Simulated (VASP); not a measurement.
Wanted: the native input for a VASP 6.6.1 run.

* Task: single point
* Functional: PBE
* Potentials or basis: VASP PAW PBE potentials, release 64 (Li_sv, Cl)
* Cutoff: 520 eV
* k mesh: 8 × 8 × 8
* Occupations: gaussian, width 0.05 eV
* Spin: no spin polarisation
* Dipole correction: no
* Further INCAR settings: ALGO = Normal; EDIFF = 1e-06; NBANDS = 12

The structure of LiCl lies in POSCAR:

```
LiCl
1.0
    0.0000000000      2.6417028000      2.5647600000
    2.6417028000      0.0000000000      2.5647600000
    2.6417028000      2.6417028000      0.0000000000
Li Cl
1 1
Direct
    0.0000000000      0.0000000000      0.0000000000
    0.5000000000      0.5000000000      0.5000000000
```

This cell differs from its parent crystal: strain +0.030 along x and y, +0.000 along z.

The input as run:

INCAR

```
SYSTEM = LiCl
ALGO = Normal ; EDIFF = 1E-6
ENCUT = 520 ; GGA = PE
ISIF = 2 ; ISMEAR = 0
LASPH = .True. ; LCHARG = .False.
LREAL = .False. ; LWAVE = .False.
NBANDS = 12 ; NELM = 60
PREC = Accurate ; SIGMA = 0.05
```

KPOINTS

```
k-points
0
Gamma
  8 8 8
  0 0 0
```

Potentials or basis: VASP PAW PBE potentials, release 64 (Li_sv, Cl).

Run with:

```console
$ cat potpaw_PBE.64/Li_sv/POTCAR potpaw_PBE.64/Cl/POTCAR > POTCAR
$ mpirun -np 1 vasp_std > vasp.out
```

Results of the run:

- Band gap on the k mesh: 5.99 eV, direct

Caveat: the cell differs from its parent crystal (strain +0.030 along x and y, +0.000 along z).

It took 11 s on 1 thread of Intel(R) Xeon(R) 6975P-C (Granite Rapids), on a shared host, peak memory 0.16 GiB.
